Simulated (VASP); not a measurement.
# Al (P6_3/mmc) in VASP: notebook

Al is run at these levels: PBEsol+D3(BJ); tasks: single point.

All numbers are computed with VASP 6.6.1; they aren't measurements. Logs are shortened: lines on timing, memory, paths and dates and some standing lists are left out, and cuts for length are marked.

## Step 1: The cell of the first run

It takes space group P6_3/mmc (No. 194, hexagonal). The conventional cell has a = 2.857 Å, b = 2.857 Å, c = 8.655 Å, α = 90.00°, β = 90.00°, γ = 120.00°. Within 3.6 Å of Al (site symmetry -3m) lie 12 Al at 2.72 to 2.86 Å. Al (site symmetry -6m2) has 12 Al at 2.72 to 2.86 Å within 3.6 Å.

This isn't the form of Al at room conditions, which is fcc.

## Step 2: Single point, PBEsol+D3(BJ) (15.30 Å³/atom)

Contents of INCAR:

```
SYSTEM = Al
ALGO = Normal ; EDIFF = 1E-6
ENCUT = 520 ; GGA = PS
ISIF = 2 ; ISMEAR = 0
IVDW = 12 ; LASPH = .TRUE.
LCHARG = .TRUE. ; LELF = .TRUE.
LREAL = .FALSE. ; LVHAR = .TRUE.
LWAVE = .FALSE. ; NBANDS = 14
NELM = 80 ; PREC = Accurate
SIGMA = 0.15
```

Contents of KPOINTS:

```
k-points
0
G
  18 18 6
  0 0 0
```

Contents of POSCAR:

```
Al
1.0
    2.8573247153      0.0000000000      0.0000000000
   -1.4286623576      2.4745157903      0.0000000000
    0.0000000000      0.0000000000      8.6551222950
Al
4
Direct
    0.0000000000      0.0000000000      0.0000000000
    0.3333333333      0.6666666667      0.2500000000
    0.0000000000      0.0000000000      0.5000000000
    0.6666666667      0.3333333333      0.7500000000
```

Potentials or basis: VASP PAW PBE potentials, release 64 (Al).

Command:

```sh
$ cat potpaw_PBE.64/Al/POTCAR > POTCAR
$ mpirun -np 1 vasp_std > vasp.out
```

OUTCAR:

```text
SYSTEM = Al
   EDIFF = 1E-6
   ENCUT = 520
   GGA = PS
   ISIF = 2
   ISMEAR = 0
   IVDW = 12
   LASPH = .TRUE.
   LREAL = .FALSE.
   NELM = 80
   PREC = Accurate
 IVDW          = 12

 ion  position               nearest neighbor table
   1  0.000  0.000  0.000-   2 2.72   4 2.72   2 2.72   4 2.72   4 2.72   2 2.72
   2  0.333  0.667  0.250-   1 2.72   3 2.72   1 2.72   3 2.72   1 2.72   3 2.72
   3  0.000  0.000  0.500-   2 2.72   4 2.72   2 2.72   4 2.72   4 2.72   2 2.72
   4  0.667  0.333  0.750-   1 2.72   3 2.72   1 2.72   3 2.72   1 2.72   3 2.72

  LATTYP: Found a hexagonal cell.
 ALAT       =     2.8573247153
 C/A-ratio  =     3.0291000000

  Lattice vectors:

 A1 = (   2.8573247153,   0.0000000000,   0.0000000000)
 A2 = (  -1.4286623576,   2.4745157903,   0.0000000000)
 A3 = (   0.0000000000,   0.0000000000,   8.6551222950)

Analysis of symmetry for initial positions (statically):
=====================================================================
 Subroutine PRICEL returns:
 Original cell was already a primitive cell.

 Routine SETGRP: Setting up the symmetry group for a
 hexagonal supercell.

 Subroutine GETGRP returns: Found 24 space group operations
 (whereof 12 operations were pure point group operations)
 out of a pool of 24 trial point group operations.

The static configuration has the point symmetry D_3d.
 The point group associated with its full space group is D_6h.

Analysis of symmetry for dynamics (positions and initial velocities):
=====================================================================
 Subroutine PRICEL returns:
 Original cell was already a primitive cell.

 Routine SETGRP: Setting up the symmetry group for a
 hexagonal supercell.

 Subroutine GETGRP returns: Found 24 space group operations
 (whereof 12 operations were pure point group operations)
 out of a pool of 24 trial point group operations.

The dynamic configuration has the point symmetry D_3d.
 The point group associated with its full space group is D_6h.

 Subroutine INISYM returns: Found 24 space group operations
 (whereof 12 operations are pure point group operations),
 and found     1 'primitive' translations

----------------------------------------------------------------------------------------

                                     Primitive cell

  volume of cell :      61.1960

[... 104 lines left out ...]
   NUPDOWN=      -1.0000    fix difference up-down
   EMIN   =  10.00;   EMAX   =-10.00  energy-range for DOS
   EFERMI =   0.00;   METHOD = LEGACY
   ISMEAR =     0;   SIGMA  =   0.15  broadening in eV -4-tet -1-fermi 0-gaus
   EFERMI_NEDOS =   21; number of points for ismear=-14 and -15
   IALGO  =     38    algorithm
   IMIX   =      4    mixing-type and parameters
     AMIX     =   0.40;   BMIX     =  1.00
     AMIX_MAG =   1.60;   BMIX_MAG =  1.00
  volume/ion in A,a.u.               =      15.30       103.24
  Fermi-wavevector in a.u.,A,eV,Ry     =   0.951103  1.797324 12.307789  0.904597
  Thomas-Fermi vector in A             =   2.079542
   LORBIT       =      0    0 simple, 1 ext, 2 COOP (PROOUT), +10 PAW based schemes
   GGA     = PS    functional components
   LHFCALC =     F    Hartree Fock is set to
   AEXX    =    0.0000 exact exchange contribution
   IVDW    =    12    specifies the selected vdW correction
   LEPSILON=     F    determine dielectric tensor
   LRPA    =     F    only Hartree local field effects (RPA)
 non-spin polarized calculation
 Gauss-broadening in eV      SIGMA  =   0.15
  energy-cutoff  :      520.00
  volume of cell :       61.20
 maximum number of plane-waves:      1672
 NGX is ok and might be reduce to    24
   NGX = 11   NGY = 11   NGZ = 33

 number of electron      12.0000000 magnetization

 Free energy of the ion-electron system (eV)
  ---------------------------------------------------
  ext. energy  EPLUGINS =         0.00000000
  ---------------------------------------------------
  free energy    TOTEN  =       -16.18046715 eV

  energy without entropy =      -16.16270460  energy(sigma->0) =      -16.17158587

 E-fermi :   8.7603     XC(G=0): -10.5337

 val. band max:        8.7538430586   @ k =   0.4444  -0.0000   0.0000
 cond. band min:       8.7747239763   @ k =   0.3333   0.2778   0.1667
 fundamental gap:      0.0208809177
 Fermi energy:         8.7602593936

 k-point     1 :       0.0000    0.0000    0.0000
  band No.  band energies     occupation
      1      -2.9077      2.00000
      2      -0.9492      2.00000
      3      -0.9486      2.00000
      4       4.3426      2.00000
      5       5.2441      2.00000
      6      13.8506      0.00000
      7      13.8853      0.00000
      8      18.7872      0.00000
      9      18.7872      0.00000
     10      19.0163      0.00000
     11      19.0163      0.00000
     12      20.0952      0.00000
     13      20.0954      0.00000
     14      20.3304      0.00000
[... 377 lines left out ...]
      1       1.9920      2.00000
      2       3.8372      2.00000
      3       3.8614      2.00000
      4       4.5422      2.00000
      5       6.4365      2.00000
      6       6.4831      2.00000
      7       8.9530      0.06922
      8       9.8469      0.00000
      9      10.9661      0.00000
     10      11.3675      0.00000
     11      12.6179      0.00000
     12      12.8112      0.00000
     13      13.3383      0.00000
     14      17.4846      0.00000

 [... further k-points ...]

------------------------ aborting loop because EDIFF is reached ----------------------------------------

 Edisp (eV)   -1.37111

 E8    (eV) :    -0.9233

  FORCE on cell =-STRESS in cart. coord.  units (eV):
  Direction    XX          YY          ZZ          XY          YZ          ZX
  --------------------------------------------------------------------------------------
  -------------------------------------------------------------------------------------
  Total       0.06863     0.06863     3.00118     0.00000     0.00000     0.00000
  in kB       1.79678     1.79678    78.57404     0.00000     0.00000     0.00000
  external pressure =       27.39 kB  Pullay stress =        0.00 kB

 VOLUME and BASIS-vectors are now :
 -----------------------------------------------------------------------------
  energy-cutoff  :      520.00
  volume of cell :       61.20
      direct lattice vectors                 reciprocal lattice vectors
     2.857324715  0.000000000  0.000000000     0.349977724  0.202059733  0.000000000
    -1.428662358  2.474515790  0.000000000     0.000000000  0.404119466  0.000000000
     0.000000000  0.000000000  8.655122295     0.000000000  0.000000000  0.115538518

 POSITION                                       TOTAL-FORCE (eV/Angst)
 -----------------------------------------------------------------------------------
      0.00000      0.00000      0.00000         0.000000      0.000000      0.000000
     -0.00000      1.64968      2.16378         0.000000      0.000000     -0.000000
      0.00000      0.00000      4.32756         0.000000      0.000000      0.000000
      1.42866      0.82484      6.49134        -0.000000      0.000000      0.000000
 -----------------------------------------------------------------------------------
    total drift:                               -0.000000      0.000000      0.000000

  FREE ENERGIE OF THE ION-ELECTRON SYSTEM (eV)
  ---------------------------------------------------
  free  energy   TOTEN  =       -17.5515728611 eV

  energy  without entropy=      -17.5338103108  energy(sigma->0) =      -17.54269159
```

OSZICAR:

```text
N       E                     dE             d eps       ncg     rms          rms(c)
DAV:   1     0.576942228036E+01    0.57694E+01   -0.41994E+03  4152   0.663E+02
DAV:   2    -0.156162841953E+02   -0.21386E+02   -0.19850E+02  5420   0.933E+01
DAV:   3    -0.162994923656E+02   -0.68321E+00   -0.67503E+00  5408   0.133E+01
DAV:   4    -0.163038923804E+02   -0.44000E-02   -0.43993E-02  4960   0.136E+00
DAV:   5    -0.163039420930E+02   -0.49713E-04   -0.49711E-04  5488   0.146E-01    0.308E+00
DAV:   6    -0.162299510297E+02    0.73991E-01   -0.69364E-03  4732   0.415E-01    0.175E+00
DAV:   7    -0.161812122237E+02    0.48739E-01   -0.16113E-02  4672   0.609E-01    0.263E-01
DAV:   8    -0.161804729934E+02    0.73923E-03   -0.45472E-04  5646   0.108E-01    0.621E-02
DAV:   9    -0.161804676940E+02    0.52993E-05   -0.69804E-06  5168   0.139E-02    0.708E-03
DAV:  10    -0.161804671491E+02    0.54492E-06   -0.17892E-07  3476   0.263E-03
   1 F= -.17551573E+02 E0= -.17542692E+02  d E =-.177626E-01
```

stdout:

```text
POSCAR found type information on POSCAR Al
 POSCAR found :  1 types and       4 ions
 scaLAPACK will be used
 -----------------------------------------------------------------------------
|                                                                             |
|                                                                             |
|     You enforced a specific xc type in the INCAR file but a different       |
|     I HOPE YOU KNOW WHAT YOU ARE DOING!                                     |
|                                                                             |
 -----------------------------------------------------------------------------

 LDA part: xc-table for (Slater+PW92), standard interpolation
 POSCAR, INCAR and KPOINTS ok, starting setup
 FFT: planning ... GRIDC
 FFT: planning ... GRID_SOFT
 FFT: planning ... GRID
 WAVECAR not read
 entering main loop
```

It took 2.2 min on 1 thread of Intel Xeon 8259CL, shared host; peak memory 0.25 GiB.

Results:

```
Free energy                : -17.5516 eV
Pressure                   : 2.7 GPa
Band gap on the k mesh     : zero (bands 6 and 7 overlap by 7.01 eV)
Dispersion energy per atom : -0.343 eV
```

Stress tensor (GPa, compression positive):
```
0.18 0.00 0.00
0.00 0.18 0.00
0.00 0.00 7.86
```

Levels at points of the mesh, in eV from the Fermi level:
| k point | band 4 | band 5 | band 6 | band 7 | band 8 | band 9 |
| --- | --- | --- | --- | --- | --- | --- |
| (0.00, 0.00, 0.00) | -4.42 | -3.52 | 5.09 | 5.13 | 10.03 | 10.03 |
| (0.50, 0.00, 0.00) | -4.16 | -3.59 | -3.47 | 0.93 | 1.38 | 2.16 |
| (0.00, 0.00, 0.50) | -7.31 | 0.21 | 0.21 | 10.39 | 10.39 | 10.39 |
| (0.50, 0.00, 0.50) | -5.25 | -1.87 | -1.87 | -1.15 | -1.15 | 5.16 |

Caveat: the PAW data sets were made with another functional, which shifts forces and pressure a little.

## Step 3: Single point, PBEsol+D3(BJ) (15.30 Å³/atom)

Contents of INCAR:

```
  PREC = Accurate
  ENCUT = 520
  EDIFF = 1E-6
  ISMEAR = 0
  SIGMA = 0.15
  LREAL = False
  LASPH = True
  NELM = 100
  ALGO = Normal
  ISIF = 2
  LWAVE = False
  LCHARG = False
  GGA = PS
  IVDW = 12
  NBANDS = 14
```

Contents of KPOINTS:

```
Automatic mesh
0
Gamma
  18 18 6
```

Contents of POSCAR:

```
Al
1.0
    2.8193964236      0.0000000000      0.0000000000
   -1.4096982118      2.4416689262      0.0000000000
    0.0000000000      0.0000000000      8.8895569236
Al
4
Direct
    0.0000000000      0.0000000000      0.0000000000
    0.3333333333      0.6666666667      0.2500000000
    0.0000000000      0.0000000000      0.5000000000
    0.6666666667      0.3333333333      0.7500000000
```

Potentials or basis: VASP PAW PBE potentials, release 64 (Al).

Command:

```sh
$ cat potpaw_PBE.64/Al/POTCAR > POTCAR
$ mpirun -np 1 vasp_std > vasp.out
```

OUTCAR:

```text
PREC = Accurate
   ENCUT = 520
   EDIFF = 1E-6
   ISMEAR = 0
   LREAL = False
   LASPH = True
   NELM = 100
   ISIF = 2
   GGA = PS
   IVDW = 12
 IVDW          = 12

 ion  position               nearest neighbor table
   1  0.000  0.000  0.000-   2 2.75   4 2.75   4 2.75   2 2.75   4 2.75   2 2.75
   2  0.333  0.667  0.250-   1 2.75   3 2.75   1 2.75   3 2.75   1 2.75   3 2.75
   3  0.000  0.000  0.500-   2 2.75   4 2.75   4 2.75   2 2.75   4 2.75   2 2.75
   4  0.667  0.333  0.750-   1 2.75   3 2.75   1 2.75   3 2.75   1 2.75   3 2.75

[... 615 lines left out ...]
  Direction    XX          YY          ZZ          XY          YZ          ZX
  --------------------------------------------------------------------------------------
  -------------------------------------------------------------------------------------
  Total       0.26228     0.26228     1.89681     0.00000     0.00000     0.00000
  in kB       6.86666     6.86666    49.66049     0.00000     0.00000     0.00000
  external pressure =       21.13 kB  Pullay stress =        0.00 kB

 VOLUME and BASIS-vectors are now :
 -----------------------------------------------------------------------------
  energy-cutoff  :      520.00
  volume of cell :       61.20
      direct lattice vectors                 reciprocal lattice vectors
     2.819396424  0.000000000  0.000000000     0.354685844  0.204777967  0.000000000
    -1.409698212  2.441668926  0.000000000     0.000000000  0.409555935  0.000000000
     0.000000000  0.000000000  8.889556924     0.000000000  0.000000000  0.112491546

 POSITION                                       TOTAL-FORCE (eV/Angst)
 -----------------------------------------------------------------------------------
      0.00000      0.00000      0.00000         0.000000      0.000000      0.000000
     -0.00000      1.62778      2.22239         0.000000     -0.000000     -0.000000
      0.00000      0.00000      4.44478         0.000000      0.000000      0.000000
      1.40970      0.81389      6.66717        -0.000000      0.000000      0.000000
 -----------------------------------------------------------------------------------
    total drift:                               -0.000000      0.000000      0.000000

  FREE ENERGIE OF THE ION-ELECTRON SYSTEM (eV)
  ---------------------------------------------------
  free  energy   TOTEN  =       -17.6111922530 eV

  energy  without entropy=      -17.5948499025  energy(sigma->0) =      -17.60302108
```

OSZICAR:

```text
N       E                     dE             d eps       ncg     rms          rms(c)
DAV:   1     0.527878587687E+01    0.52788E+01   -0.42093E+03  4152   0.663E+02
DAV:   2    -0.156816349310E+02   -0.20960E+02   -0.19269E+02  5378   0.903E+01
DAV:   3    -0.163587987799E+02   -0.67716E+00   -0.67007E+00  5470   0.132E+01
DAV:   4    -0.163632699678E+02   -0.44712E-02   -0.44699E-02  4968   0.135E+00
DAV:   5    -0.163633195343E+02   -0.49567E-04   -0.49566E-04  5480   0.145E-01    0.307E+00
DAV:   6    -0.162894558496E+02    0.73864E-01   -0.71430E-03  4718   0.421E-01    0.174E+00
DAV:   7    -0.162407063146E+02    0.48750E-01   -0.16447E-02  4564   0.615E-01    0.263E-01
DAV:   8    -0.162399405749E+02    0.76574E-03   -0.44626E-04  5716   0.107E-01    0.592E-02
DAV:   9    -0.162399340573E+02    0.65175E-05   -0.86813E-06  5162   0.149E-02    0.779E-03
DAV:  10    -0.162399335886E+02    0.46872E-06   -0.22204E-07  3534   0.304E-03
   1 F= -.17611192E+02 E0= -.17603021E+02  d E =-.163424E-01
```

stdout:

```text
POSCAR found type information on POSCAR Al
 POSCAR found :  1 types and       4 ions
 scaLAPACK will be used
 -----------------------------------------------------------------------------
|                                                                             |
|                                                                             |
|     You enforced a specific xc type in the INCAR file but a different       |
|     I HOPE YOU KNOW WHAT YOU ARE DOING!                                     |
|                                                                             |
 -----------------------------------------------------------------------------

 LDA part: xc-table for (Slater+PW92), standard interpolation
 POSCAR, INCAR and KPOINTS ok, starting setup
 FFT: planning ... GRIDC
 FFT: planning ... GRID_SOFT
 FFT: planning ... GRID
 WAVECAR not read
 entering main loop
```

Run time: 2.3 min. Hardware: 1 thread of Intel Xeon 8259CL, shared host; peak memory 0.25 GiB.

What came out:

```yaml
Free_energy: -17.6112 eV
Pressure: 2.1 GPa
Band_gap_on_the_k_mesh: zero (bands 6 and 7 overlap by 6.25 eV)
Dispersion_energy_per_atom: -0.343 eV
```

Levels at points of the mesh, in eV from the Fermi level:
| k point | band 4 | band 5 | band 6 | band 7 | band 8 | band 9 |
| --- | --- | --- | --- | --- | --- | --- |
| (0.00, 0.00, 0.00) | -4.68 | -4.03 | 4.28 | 4.30 | 10.68 | 10.68 |
| (0.50, 0.00, 0.00) | -4.12 | -3.49 | -3.41 | 0.85 | 1.28 | 1.79 |
| (0.00, 0.00, 0.50) | -7.52 | -0.39 | -0.39 | 9.51 | 9.51 | 11.03 |
| (0.50, 0.00, 0.50) | -5.12 | -1.90 | -1.90 | -1.20 | -1.20 | 5.00 |

Caveat: the PAW data sets were made with another functional, which shifts forces and pressure a little.
